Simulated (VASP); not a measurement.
Wanted: the native input for a VASP 6.6.1 run.

```yaml
Task: single point
Functional: r2SCAN
Potentials_or_basis: VASP PAW PBE potentials, release 64 (Hf_pv, Sn_d, O)
Cutoff: 520 eV
k_mesh: 6 × 6 × 8
Occupations: gaussian, width 0.01 eV
Spin: no spin polarisation
Dipole_correction: no
Further_INCAR_settings: ALGO = Normal; EDIFF = 1e-06; NBANDS = 33
```

Crystal: HfSnO4.

```xyz
6
Lattice="3.4152 -3.3896 0.0000 3.4152 3.3896 0.0000 0.0000 0.0000 3.2014" Properties=species:S:1:pos:R:3 pbc="T T T"
Hf    3.4152    0.0000    1.6007
Sn    0.0000    0.0000    0.0000
O     1.3237    0.0000    1.6007
O     5.5068    0.0000    1.6007
O     3.4152   -1.3269    0.0000
O     3.4152    1.3269    0.0000
```

The input as run:

POSCAR

```
HfSnO4
1.0
    3.4152184443     -3.3896065132      0.0000000000
    3.4152184443      3.3896065132      0.0000000000
    0.0000000000      0.0000000000      3.2013662813
Hf Sn O
1 1 4
Direct
    0.5000000000      0.5000000000      0.5000000000
    0.0000000000      0.0000000000      0.0000000000
    0.1937872416      0.1937872416      0.5000000000
    0.8062127584      0.8062127584      0.5000000000
    0.6957327723      0.3042672277      0.0000000000
    0.3042672277      0.6957327723      0.0000000000
```

INCAR.step1

```
SYSTEM = HfSnO4
ALGO = Normal ; EDIFF = 1E-4
ENCUT = 520 ; GGA = PE
ISMEAR = 0 ; LASPH = .TRUE.
LCHARG = .FALSE. ; LREAL = .FALSE.
LWAVE = .TRUE. ; NBANDS = 33
NELM = 80 ; PREC = Accurate
SIGMA = 0.01
```

INCAR.step2

```
SYSTEM = HfSnO4
ALGO = Normal ; EDIFF = 1E-6
ENCUT = 520 ; ISIF = 2
ISMEAR = 0 ; ISTART = 1
LASPH = .TRUE. ; LCHARG = .FALSE.
LMIXTAU = .TRUE. ; LREAL = .FALSE.
LWAVE = .FALSE. ; METAGGA = R2SCAN
NBANDS = 33 ; NELM = 80
PREC = Accurate ; SIGMA = 0.01
```

KPOINTS

```
k-points
0
G
  6 6 8
  0 0 0
```

Potentials or basis: VASP PAW PBE potentials, release 64 (Hf_pv, Sn_d, O).

Command:

```bash
$ cat potpaw_PBE.64/Hf_pv/POTCAR potpaw_PBE.64/Sn_d/POTCAR potpaw_PBE.64/O/POTCAR > POTCAR
$ cp INCAR.step1 INCAR
$ mpirun -np 1 vasp_std > vasp.out
$ cp INCAR.step2 INCAR
$ mpirun -np 1 vasp_std > vasp.out
```

Results of the run:

| Item | Value |
| --- | --- |
| Pressure | -1.1 GPa |
| Largest force | 0.273 eV/Å |
| Band gap on the k mesh | 3.04 eV |

Caveat: the PAW data sets were made with another functional, which shifts forces and pressure a little; spin-orbit coupling is left out, which moves the levels of the heavy elements.

It took 3.9 min on 1 thread of AMD EPYC 9R45 96-Core Processor (Zen 5) (shared host), peak memory 0.25 GiB.
